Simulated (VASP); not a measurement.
Write the native input for VASP 6.6.1 that does the following.

| Property | Result |
| --- | --- |
| Task | relaxation of cell and atoms |
| Functional | PBE |
| Potentials or basis | VASP PAW PBE potentials, release 64 (In_d, Bi_d, O) |
| Cutoff | 600 eV |
| k mesh | 6 × 4 × 4 |
| Occupations | gaussian, width 0.1 eV |
| Spin | no spin polarisation |
| Dipole correction | no |
| Further INCAR settings | ALGO = Normal; EDIFF = 1e-06; IBRION = 2; EDIFFG = -0.04; NSW = 90; ISIF = 3 |

The structure of InBiO lies in POSCAR:

```
InBiO
1.0
    2.8331442800      0.0000000000      0.0000000000
    0.0000000000      4.8003970800      0.0000000000
    0.0000000000      0.0000000000      5.1669269300
In Bi O
1 1 1
Direct
    0.5000000000      0.5000000000      0.0000000000
    0.0000000000      0.0000000000      0.0000000000
    0.0000000000      0.0000000000      0.5000000000
```

The cell was built from a structure type or drawn by symmetry, and may not be a known phase.

These files were run (other wordings do the same):

INCAR

```
SYSTEM = InBiO
PREC = Accurate
ENCUT = 600
EDIFF = 1E-6
ISMEAR = 0
SIGMA = 0.1
LREAL = .False.
LASPH = .True.
NELM = 60
ALGO = Normal
ISIF = 3
LWAVE = .False.
LCHARG = .False.
GGA = PE
IBRION = 2
NSW = 90
EDIFFG = -0.04
```

KPOINTS

```
regular mesh
0
Gamma
  6 4 4
  0 0 0
```

Potentials or basis: VASP PAW PBE potentials, release 64 (In_d, Bi_d, O).

Command:

```console
$ cat potpaw_PBE.64/In_d/POTCAR potpaw_PBE.64/Bi_d/POTCAR potpaw_PBE.64/O/POTCAR > POTCAR
$ mpirun -np 1 vasp_std > vasp.out
```

Results of the run:

| Item | Value |
| --- | --- |
| Relaxed volume | 28.03 Å³/atom |
| Relaxed cell | a = 3.315 Å, b = 5.838 Å, c = 4.344 Å, α = 90.00°, β = 90.00°, γ = 90.00° |
| Space group after relaxing (to 0.1 Å) | Pmmm (No. 47) |
| Energy gained by relaxing | 1078.5 meV/atom |
| Ionic steps | 9 |
| Pressure after relaxing | 0.0 GPa |
| Band gap on the k mesh | zero (bands 17 and 18 overlap by 3.02 eV) |

Caveat: the k points lie up to 0.36 Å⁻¹ apart in the final cell, too coarse for converged energies and pressures of a metal; the volume moved by over 15 % at a fixed basis, so the end points are rough; spin-orbit coupling is left out, which moves the levels of the heavy elements.

Run time: 3.7 min on 1 thread of AMD EPYC 9R45 96-Core Processor (Zen 5) (shared host), peak memory 0.21 GiB.
